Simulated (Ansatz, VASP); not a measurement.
## Mg: VASP beside Ansatz

```
CELL_PARAMETERS angstrom
1.62977 0.94095 4.96578
-1.62977 0.94095 4.96578
0.00000 -1.88190 4.96578
ATOMIC_POSITIONS crystal
Mg 0.24983 0.24983 0.24983
Mg 0.75017 0.75017 0.75017
```

Alike in both runs: functional PBEsol; k mesh 6 × 6 × 6; occupations gaussian, width 0.1 eV; no spin polarisation.

Ansatz relaxed the structure, and its values are those at the end. VASP's run is a single point on that final structure, the one shown.

|  | VASP | Ansatz |
| --- | --- | --- |
| version | VASP 6.6.1 | Ansatz 0.2.0 |
| potentials or method | VASP PAW PBE potentials, release 64 (Mg), cutoff 520 eV | scalar-relativistic, plane waves, PAW |
| valence electrons in the cell | 4 | 20 |

|  | VASP | Ansatz | Ansatz less VASP |
| --- | --- | --- | --- |
| gap on the k mesh at the Fermi level (eV) | none | none | - |
| pressure (GPa) | -0.1 | 0.0 | +0.05 |
| rms of the force components (eV/Å) | 0.011 | 0.011 | 0.0000 |

VASP's potentials were made for PBE, not for PBEsol. A gap of «none» marks a metal or a gap that the smearing closes. VASP's potentials hold 4 valence electrons a cell and Ansatz's 20, so a difference there can come from the potentials and not from the codes.

The k mesh is coarse, so the values compare programs but aren't converged.
